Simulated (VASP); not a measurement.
Set up this calculation in VASP 6.6.1, as the native input.

* Task: single point
* Functional: PBEsol
* Potentials or basis: VASP PAW PBE potentials, release 64 (C, O, H)
* Cutoff: 520 eV
* k mesh: 1 × 1 × 1
* Occupations: fermi-dirac, width 0.02 eV
* Spin: no spin polarisation
* Dipole correction: no
* Further INCAR settings: LREAL = Auto; ALGO = Normal; EDIFF = 1e-06; NBANDS = 64

The structure of H6C2O lies in POSCAR:

```
H6C2O
1.0
    6.7708090000      0.0000000000      0.0000000000
    0.0000000000      6.7708090000      0.0000000000
    0.0000000000      0.0000000000      6.7708090000
C O H
8 4 24
Direct
    0.4278976438      0.5117111519      0.7370088346
    0.4802195590      0.7103805833      0.8208234880
    0.6885069516      0.3121864396      0.2795158213
    0.5093328330      0.1826951732      0.2837703930
    0.0958796841      0.1334849747      0.7204209971
   -0.0052410194      0.2685441771      0.8657658173
    0.0573016858      0.8619824270      0.2312036671
    0.0710054719      0.6666160133      0.3392756030
    0.6512319931      0.6922357113      0.9419123835
    0.5157645644      0.0496902066      0.1190642534
   -0.1270251365      0.4052762384      0.7612244620
   -0.0182405985      0.6921137242      0.5243912390
    0.6667017609      0.8178269554      1.0130468563
    0.5064178485      0.8193969865      0.7017388353
    0.3536446694      0.7650719687      0.9099953458
    0.2916274696      0.5253513982      0.6494366747
    0.5483134745      0.4543757150      0.6438729742
    0.4039202513      0.4029591598      0.8561518686
    0.3884431466     -0.0191903264      0.1166044269
    0.5022195148      0.0985539492      0.4238207872
    0.3738639926      0.2743777961      0.2744512767
    0.6883994564      0.4132559490      0.4067886492
    0.8245673240      0.2239823014      0.2892964001
    0.6906788135      0.4027109676      0.1448569260
   -0.1855564946      0.5042362494      0.8524794418
   -0.0970255062      0.1804362943      0.9680181256
    0.1052675323      0.3505232322      0.9550509192
    0.2088335223      0.0439847709      0.7967741394
   -0.0078191650      0.0305333019      0.6488731589
    0.1736472498      0.2195587783      0.6064471718
   -0.0426105152      0.5640455417      0.5939463055
   -0.0033802257      0.5499629898      0.2517796814
    0.2291749406      0.6220455215      0.3531672732
    0.1095971882      0.8493106792      0.0775173509
   -0.0979182195      0.9111788447      0.2272446085
    0.1406975386      0.9770605550      0.3111041438
```

The input as run:

INCAR

```
SYSTEM = H6C2O
PREC = Accurate
ENCUT = 520
EDIFF = 1E-6
ISMEAR = -1
SIGMA = 0.02
LREAL = Auto
LASPH = .TRUE.
NELM = 80
ALGO = Normal
ISIF = 2
LWAVE = .FALSE.
LCHARG = .FALSE.
GGA = PS
NBANDS = 64
```

KPOINTS

```
regular mesh
0
G
  1 1 1
  0 0 0
```

Potentials or basis: VASP PAW PBE potentials, release 64 (C, O, H).

Launch:

```bash
$ cat potpaw_PBE.64/C/POTCAR potpaw_PBE.64/O/POTCAR potpaw_PBE.64/H/POTCAR > POTCAR
$ mpirun -np 1 vasp_gam > vasp.out
```

Results of the run:

```
Pressure               : 0.7 GPa
Largest force          : 0.206 eV/Å
Band gap on the k mesh : 4.95 eV
```

Caveat: the k points lie up to 0.93 Å⁻¹ apart; the PAW data sets were made with another functional, which shifts forces and pressure a little.

It used 44 s of CPU time on 1 thread of Intel Xeon 6975P-C (shared host).
